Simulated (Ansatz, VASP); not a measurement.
# KTaO3: VASP beside Ansatz

Contents of POSCAR:

```
KTaO3
1.0
    4.1877150000      0.0000000000      0.0000000000
    0.0000000000      4.1877150000      0.0000000000
    0.0000000000      0.0000000000      4.1877150000
K Ta O
1 1 3
Direct
    0.5000000000      0.5000000000      0.5000000000
    0.0000000000      0.0000000000      0.0000000000
    0.5000000000      0.0000000000      0.0000000000
    0.0000000000      0.5000000000      0.0000000000
    0.0000000000      0.0000000000      0.5000000000
```

File INCAR.step1:

```
ALGO = Normal
EDIFF = 1E-4
ENCUT = 520
GGA = PE
ISMEAR = 0
LASPH = True
LCHARG = False
LREAL = False
LWAVE = True
NBANDS = 27
NELM = 100
PREC = Accurate
SIGMA = 0.05
```

The input INCAR.step2:

```
ALGO = Normal
EDIFF = 1E-7
ENCUT = 520
ISIF = 2
ISMEAR = 0
ISTART = 1
LASPH = True
LCHARG = False
LMIXTAU = True
LREAL = False
LWAVE = False
METAGGA = R2SCAN
NBANDS = 27
NELM = 100
PREC = Accurate
SIGMA = 0.05
```

KPOINTS

```
k-points
0
Gamma
  6 6 6
```

Input for Ansatz:

```yaml
crystal:
  lattice:
    - [4.187715, 0.0, 0.0]
    - [0.0, 4.187715, 0.0]
    - [0.0, 0.0, 4.187715]
  atoms:
    - { symbol: K, position: [0.5, 0.5, 0.5] }
    - { symbol: Ta, position: [0.0, 0.0, 0.0] }
    - { symbol: O, position: [0.5, 0.0, 0.0] }
    - { symbol: O, position: [0.0, 0.5, 0.0] }
    - { symbol: O, position: [0.0, 0.0, 0.5] }
basis:
  ecutwfc: 500
kpoints:
  mp_grid: { grid: [6, 6, 6] }
hamiltonian:
  xc: r2scan
scf:
  occupations: { method: gaussian, width: 0.05 }
output:
  forces: true
  stress: true
  eigenvalues: true
```

Change from the starting cell: strain +0.050 along x and y, +0.050 along z, atoms carried along.

Alike in both runs: task single point; functional r2SCAN; k mesh 6 × 6 × 6; occupations gaussian, width 0.05 eV; no spin polarisation.

|  | VASP | Ansatz |
| --- | --- | --- |
| version | VASP 6.6.1 | Ansatz 0.2.0 |
| potentials or method | VASP PAW PBE potentials, release 64 (K_sv, Ta_pv, O), cutoff 520 eV | scalar-relativistic, plane waves, PAW |
| valence electrons in the cell | 38 | 40 |

|  | VASP | Ansatz | Ansatz less VASP |
| --- | --- | --- | --- |
| gap on the k mesh at the Fermi level (eV) | 2.20 | 2.23 | +0.022 |
| least direct gap on the mesh (eV) | 2.86 | 2.88 | +0.016 |
| pressure (GPa) | -21.5 | -22.0 | -0.44 |

VASP's potentials were made for PBE, not for r2SCAN. VASP's potentials hold 38 valence electrons a cell and Ansatz's 40, so a difference there can come from the potentials and not from the codes.

Neither program's run includes spin-orbit coupling.
